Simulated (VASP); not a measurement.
# WSe2 in VASP: further runs

WSe2 is run at these levels: PBE+D3(BJ); tasks: single point.

Everything below comes from runs of VASP 6.6.1. Logs are shortened: lines on timing, memory, paths and dates and some standing lists are left out, and cuts for length are marked.

## Step 1: The cell of the first run

The cell holds a slab with vacuum, 6 atoms: a = 3.285 Å, b = 3.285 Å, c = 24.239 Å, α = 90.00°, β = 90.00°, γ = 120.00°.

## Step 2: Single point, PBE+D3(BJ) (layers slid over each other)

The input, INCAR:

```
  PREC = Accurate
  ENCUT = 520
  EDIFF = 1E-6
  ISMEAR = 0
  SIGMA = 0.05
  LREAL = False
  LASPH = True
  NELM = 100
  ALGO = Normal
  ISIF = 2
  LWAVE = False
  LCHARG = False
  LDIPOL = True
  IDIPOL = 3
  DIPOL = 0.5 0.5 0.389
  GGA = PE
  IVDW = 12
  NBANDS = 35
```

The input, KPOINTS:

```
regular mesh
0
Gamma
  9 9 1
```

The input, POSCAR:

```
WSe2
1.0
    3.2854927591      0.0000000000      0.0000000000
   -1.6427463796      2.8453201933      0.0000000000
    0.0000000000      0.0000000000     24.2386469112
Se W
4 2
Direct
    0.3333333333      0.6666666667      0.1856539277
    0.3333333333      0.6666666667      0.3246601794
    0.3333333333      1.0000000000      0.4529676717
    0.3333333333      1.0000000000      0.5919739235
    0.6666666667      0.3333333333      0.2551570535
    0.0000000000      1.3333333333      0.5224707976
```

Potentials or basis: VASP PAW PBE potentials, release 64 (Se, W_sv).

On the command line:

```
$ cat potpaw_PBE.64/Se/POTCAR potpaw_PBE.64/W_sv/POTCAR > POTCAR
$ mpirun -np 1 vasp_std > vasp.out
```

OUTCAR:

```text
PREC = Accurate
   ENCUT = 520
   EDIFF = 1E-6
   ISMEAR = 0
   LREAL = False
   LASPH = True
   NELM = 100
   ISIF = 2
   GGA = PE
   IVDW = 12
 IVDW          = 12

 ion  position               nearest neighbor table
   1  0.333  0.667  0.186-   5 2.54   5 2.54   5 2.54
   2  0.333  0.667  0.325-   5 2.54   5 2.54   5 2.54
   3  0.333  0.000  0.453-   6 2.54   6 2.54   6 2.54
   4  0.333  0.000  0.592-   6 2.54   6 2.54   6 2.54
   5  0.667  0.333  0.255-   1 2.54   1 2.54   1 2.54   2 2.54   2 2.54   2 2.54
   6  0.000  0.333  0.522-   3 2.54   4 2.54   3 2.54   4 2.54   3 2.54   4 2.54

  LATTYP: Found a hexagonal cell.
 ALAT       =     3.2854927591
 C/A-ratio  =     7.3774768926

  Lattice vectors:

 A1 = (   3.2854927591,   0.0000000000,   0.0000000000)
 A2 = (  -1.6427463796,   2.8453201933,   0.0000000000)
 A3 = (   0.0000000000,   0.0000000000,  24.2386469112)

Analysis of symmetry for initial positions (statically):
=====================================================================
 Subroutine PRICEL returns:
 Original cell was already a primitive cell.

 Routine SETGRP: Setting up the symmetry group for a
 hexagonal supercell.

 Subroutine GETGRP returns: Found  2 space group operations
 (whereof  1 operations were pure point group operations)
 out of a pool of 24 trial point group operations.

The static configuration has the point symmetry C_1 .
 The point group associated with its full space group is S_2 .

Analysis of symmetry for dynamics (positions and initial velocities):
=====================================================================
 Subroutine PRICEL returns:
 Original cell was already a primitive cell.

 Routine SETGRP: Setting up the symmetry group for a
 hexagonal supercell.

 Subroutine GETGRP returns: Found  2 space group operations
 (whereof  1 operations were pure point group operations)
 out of a pool of 24 trial point group operations.

The dynamic configuration has the point symmetry C_1 .
 The point group associated with its full space group is S_2 .

 Subroutine INISYM returns: Found  2 space group operations
 (whereof  1 operations are pure point group operations),
 and found     1 'primitive' translations

----------------------------------------------------------------------------------------

                                     Primitive cell

  volume of cell :     226.5896

  direct lattice vectors                    reciprocal lattice vectors
     3.285492759  0.000000000  0.000000000     0.304368347  0.175727147  0.000000000
    -1.642746380  2.845320193  0.000000000     0.000000000  0.351454294  0.000000000
     0.000000000  0.000000000 24.238646911     0.000000000  0.000000000  0.041256428

  length of vectors
     3.285492759  3.285492759 24.238646911     0.351454294  0.351454294  0.041256428

  position of ions in fractional coordinates (direct lattice)
     0.333333333  0.666666667  0.185653928
     0.333333333  0.666666667  0.324660179
     0.333333333  0.000000000  0.452967672
     0.333333333  0.000000000  0.591973923
     0.666666667  0.333333333  0.255157053
     0.000000000  0.333333333  0.522470798

  ion indices of the primitive-cell ions
   primitive index   ion index
                 1           1
                 2           2
                 3           3
                 4           4
                 5           5
                 6           6

----------------------------------------------------------------------------------------

 KPOINTS: regular mesh

Automatic generation of k-mesh.
 Grid dimensions read from file:
 generate k-points for:    9    9    1

 Generating k-lattice:

  Cartesian coordinates                     Fractional coordinates (reciprocal lattice)
     0.033818705  0.019525239  0.000000000     0.111111111  0.000000000  0.000000000
     0.000000000  0.039050477  0.000000000     0.000000000  0.111111111  0.000000000
     0.000000000  0.000000000  0.041256428     0.000000000  0.000000000  1.000000000

  Length of vectors
     0.039050477  0.039050477  0.041256428

  Shift w.r.t. Gamma in fractional coordinates (k-lattice)
     0.000000000  0.000000000  0.000000000

 Subroutine IBZKPT returns following result:
 ===========================================

 Found     41 irreducible k-points:

 Following reciprocal coordinates:
            Coordinates               Weight
  0.000000  0.000000  0.000000      1.000000
  0.111111  0.000000  0.000000      2.000000
  0.000000  0.111111  0.000000      2.000000
 -0.111111  0.111111  0.000000      2.000000
  0.222222  0.000000  0.000000      2.000000
  0.000000  0.222222  0.000000      2.000000
[... 16 lines left out ...]
  0.333333  0.111111  0.000000      2.000000
 -0.111111  0.444444  0.000000      2.000000
 [... further k-points ...]
   k-points           NKPTS =     41   k-points in BZ     NKDIM =     41   number of bands    NBANDS=     35
   number of dos      NEDOS =    301   number of ions     NIONS =      6
   total plane-waves  NPLWV = 103680
   dimension x,y,z NGX =    24 NGY =   24 NGZ =  180
   dimension x,y,z NGXF=    48 NGYF=   48 NGZF=  360
   ions per type =               4   2
   NGX,Y,Z   is equivalent  to a cutoff of  12.14, 12.14, 12.35 a.u.
   NGXF,Y,Z  is equivalent  to a cutoff of  24.29, 24.29, 24.69 a.u.
 SYSTEM =  unknown system
   PREC   = accura    normal or accurate (medium, high low for compatibility)
   ISTART =      0    job   : 0-new  1-cont  2-samecut
   ICHARG =      2    charge: 1-file 2-atom 10-const
   ISPIN  =      1    spin polarized calculation?
   LNONCOLLINEAR =      F non collinear calculations
   LSORBIT =      F    spin-orbit coupling
   LASPH  =      T    aspherical Exc in radial PAW
   ENCUT  =  520.0 eV  38.22 Ry    6.18 a.u.   6.11  6.11 45.07*2*pi/ulx,y,z
   NELM   =    100;   NELMIN=  2; NELMDL= -5     # of ELM steps
   EDIFF  = 0.1E-05   stopping-criterion for ELM
   LREAL  =      F    real-space projection
   EDIFFG = 0.1E-04   stopping-criterion for IOM
   NSW    =      0    number of steps for IOM
   IBRION =     -1    ionic relax: 0-MD 1-quasi-New 2-CG
   NFREE  =      0    steps in history (QN), initial steepest desc. (CG)
   ISIF   =      2    stress and relaxation
   ISYM   =      2    0-nonsym 1-usesym 2-fastsym
   POTIM  = 0.5000    time-step for ionic-motion
   TEBEG  =    0.0;   TEEND  =   0.0 temperature during run
   PSTRESS=    0.0 pullay stress
   NELECT =      52.0000    total number of electrons
   NUPDOWN=      -1.0000    fix difference up-down
   EMIN   =  10.00;   EMAX   =-10.00  energy-range for DOS
   EFERMI =   0.00;   METHOD = LEGACY
   ISMEAR =     0;   SIGMA  =   0.05  broadening in eV -4-tet -1-fermi 0-gaus
   EFERMI_NEDOS =   21; number of points for ismear=-14 and -15
   IALGO  =     38    algorithm
   IMIX   =      4    mixing-type and parameters
     AMIX     =   0.40;   BMIX     =  1.00
     AMIX_MAG =   1.60;   BMIX_MAG =  1.00
  volume/ion in A,a.u.               =      37.76       254.85
  Fermi-wavevector in a.u.,A,eV,Ry     =   1.002296  1.894065 13.668372  1.004597
  Thomas-Fermi vector in A             =   2.134774
   LORBIT       =      0    0 simple, 1 ext, 2 COOP (PROOUT), +10 PAW based schemes
   GGA     = PE    functional components
   LHFCALC =     F    Hartree Fock is set to
   AEXX    =    0.0000 exact exchange contribution
   IVDW    =    12    specifies the selected vdW correction
   LEPSILON=     F    determine dielectric tensor
   LRPA    =     F    only Hartree local field effects (RPA)
 non-spin polarized calculation
 Gauss-broadening in eV      SIGMA  =   0.05
  energy-cutoff  :      520.00
  volume of cell :      226.59
 maximum number of plane-waves:      6144
   NGX = 13   NGY = 13   NGZ = 91

 dipolmoment           0.000000      0.000000     -0.000006 electrons x Angstroem

 number of electron      51.9999987 magnetization

 dipolmoment           0.000000      0.000000      0.000000 electrons x Angstroem

 Free energy of the ion-electron system (eV)
  ---------------------------------------------------
  ext. energy  EPLUGINS =         0.00000000
  ---------------------------------------------------
  free energy    TOTEN  =       -43.09840310 eV

  energy without entropy =      -43.09840310  energy(sigma->0) =      -43.09840310

 E-fermi :   1.4490     XC(G=0):  -6.2035

 val. band max:        1.0091500639   @ k =   0.0000   0.0000   0.0000
 cond. band min:       2.3465052346   @ k =   0.3333  -0.1111   0.0000
 fundamental gap:      1.3373551707
 Fermi energy:         1.4490211889

 k-point     1 :       0.0000    0.0000    0.0000
  band No.  band energies     occupation
      1     -73.1749      2.00000
      2     -73.1749      2.00000
      3     -37.4234      2.00000
      4     -37.4234      2.00000
      5     -37.2865      2.00000
      6     -37.2865      2.00000
[... 27 lines left out ...]
     34       4.0424      0.00000
     35       5.2159      0.00000

 k-point     2 :       0.1111    0.0000    0.0000
  band No.  band energies     occupation
      1     -73.1737      2.00000
      2     -73.1737      2.00000
      3     -37.4181      2.00000
      4     -37.4181      2.00000
      5     -37.3139      2.00000
      6     -37.3139      2.00000
[... 27 lines left out ...]
     34       4.1778      0.00000
     35       5.6201      0.00000

 k-point     3 :       0.0000    0.1111    0.0000
  band No.  band energies     occupation
      1     -73.1737      2.00000
      2     -73.1737      2.00000
      3     -37.4181      2.00000
      4     -37.4181      2.00000
      5     -37.3141      2.00000
      6     -37.3141      2.00000
[... 27 lines left out ...]
     34       4.1700      0.00000
     35       5.6240      0.00000
[... 723 lines left out ...]
 k-point    23 :       0.3333    0.1111    0.0000
  band No.  band energies     occupation
      1     -73.1653      2.00000
      2     -73.1653      2.00000
      3     -37.4876      2.00000
      4     -37.4876      2.00000
      5     -37.3820      2.00000
      6     -37.3820      2.00000
[... 27 lines left out ...]
     34       5.2245      0.00000
     35       6.2153      0.00000

 k-point    24 :      -0.1111    0.4444    0.0000
  band No.  band energies     occupation
      1     -73.1653      2.00000
      2     -73.1653      2.00000
      3     -37.4876      2.00000
      4     -37.4876      2.00000
      5     -37.3819      2.00000
      6     -37.3819      2.00000
[... 27 lines left out ...]
     34       5.2393      0.00000
     35       6.3447      0.00000

 [... further k-points ...]

------------------------ aborting loop because EDIFF is reached ----------------------------------------

 vacuum level on the upper side and lower side of the slab       (xc-potential included)        -0.145        -0.145

 Edisp (eV)   -2.40246

 E8    (eV) :    -1.1044

  FORCE on cell =-STRESS in cart. coord.  units (eV):
  Direction    XX          YY          ZZ          XY          YZ          ZX
  --------------------------------------------------------------------------------------
  -------------------------------------------------------------------------------------
  Total       0.07826     0.07641     0.70993    -0.12447     0.53264    -0.20135
  in kB       0.55335     0.54027     5.01978    -0.88008     3.76623    -1.42373
  external pressure =        2.04 kB  Pullay stress =        0.00 kB

 VOLUME and BASIS-vectors are now :
 -----------------------------------------------------------------------------
  energy-cutoff  :      520.00
  volume of cell :      226.59
      direct lattice vectors                 reciprocal lattice vectors
     3.285492759  0.000000000  0.000000000     0.304368347  0.175727147  0.000000000
    -1.642746380  2.845320193  0.000000000     0.000000000  0.351454294  0.000000000
     0.000000000  0.000000000 24.238646911     0.000000000  0.000000000  0.041256428

 POSITION                                       TOTAL-FORCE (eV/Angst)
 -----------------------------------------------------------------------------------
     -0.00000      1.89688      4.50000         0.003728      0.005273     -0.039308
     -0.00000      1.89688      7.86932         0.044215     -0.093841     -0.126772
      1.09516      0.00000     10.97932        -0.044215      0.093841      0.126772
      1.09516      0.00000     14.34865        -0.003728     -0.005273      0.039308
      1.64275      0.94844      6.18466         0.004062     -0.045150      0.003575
     -0.54758      0.94844     12.66399        -0.004062      0.045150     -0.003575
 -----------------------------------------------------------------------------------
    total drift:                                0.000000     -0.000000      0.000011

  FREE ENERGIE OF THE ION-ELECTRON SYSTEM (eV)
  ---------------------------------------------------
  free  energy   TOTEN  =       -45.5008612730 eV

  energy  without entropy=      -45.5008612730  energy(sigma->0) =      -45.50086127

 vacuum level on the upper side and lower side of the slab         5.818         5.818
```

It took 3.1 min on 1 thread of Intel Xeon 6975P-C (Granite Rapids), shared host; peak memory 0.49 GiB.

What came out:

```
Free energy                : -45.5009 eV
Largest force              : 0.164 eV/Å
Band gap on the k mesh     : 1.34 eV (least direct gap 1.64 eV)
Dispersion energy per atom : -0.400 eV
```

Forces in eV/Å, atoms in the order of the input:
```
Se   0.004  0.005 -0.039
Se   0.044 -0.094 -0.127
Se  -0.044  0.094  0.127
Se  -0.004 -0.005  0.039
W    0.004 -0.045  0.004
W   -0.004  0.045 -0.004
```

Caveat: the cell differs from its parent crystal (layers slid over each other); spin-orbit coupling is left out, which moves the levels of the heavy elements.

## Step 3: Single point, PBE+D3(BJ) (layers slid over each other)

The input, INCAR:

```
PREC = Accurate ; ENCUT = 520
EDIFF = 1E-6 ; ISMEAR = 0
SIGMA = 0.05 ; LREAL = False
LASPH = True ; NELM = 80
ALGO = Normal ; ISIF = 2
LWAVE = False ; LCHARG = False
LDIPOL = True ; IDIPOL = 3
DIPOL = 0.5 0.5 0.389 ; GGA = PE
IVDW = 12 ; NBANDS = 35
```

The input, KPOINTS:

```
Automatic mesh
0
Gamma
  9 9 1
```

The input, POSCAR:

```
WSe2
1.0
    3.2854927591      0.0000000000      0.0000000000
   -1.6427463796      2.8453201933      0.0000000000
    0.0000000000      0.0000000000     24.2386469112
Se W
4 2
Direct
    0.3333333333      0.6666666667      0.1856539277
    0.3333333333      0.6666666667      0.3246601794
    0.3333333333      0.8333333333      0.4529676717
    0.3333333333      0.8333333333      0.5919739235
    0.6666666667      0.3333333333      0.2551570535
    0.0000000000      1.1666666667      0.5224707976
```

Potentials or basis: VASP PAW PBE potentials, release 64 (Se, W_sv).

On the command line:

```
$ cat potpaw_PBE.64/Se/POTCAR potpaw_PBE.64/W_sv/POTCAR > POTCAR
$ mpirun -np 1 vasp_std > vasp.out
```

It took 3 min on 1 thread of Intel Xeon 6975P-C (Granite Rapids), shared host; peak memory 0.48 GiB.

Results (log left out):

| Property | Result |
| --- | --- |
| Free energy | -45.4121 eV |
| Largest force | 0.360 eV/Å |
| Band gap on the k mesh | 1.27 eV (least direct gap 1.66 eV) |
| Dispersion energy per atom | -0.400 eV |

Forces on the atoms (eV/Å):
```
Se   0.000  0.004 -0.040
Se   0.053 -0.098 -0.343
Se  -0.053  0.098  0.343
Se   0.000 -0.004  0.040
W    0.015 -0.042 -0.046
W   -0.015  0.042  0.046
```

Levels at points of the mesh, in eV from the valence-band top:
| k point | band 24 | band 25 | band 26 | band 27 | band 28 | band 29 |
| --- | --- | --- | --- | --- | --- | --- |
| (0.00, 0.00, 0.00) | -1.37 | -0.84 | 0.00 | 2.66 | 2.71 | 2.79 |

Caveat: the cell differs from its parent crystal (layers slid over each other); spin-orbit coupling is left out, which moves the levels of the heavy elements.

(Part 1 of 2 ends here.)
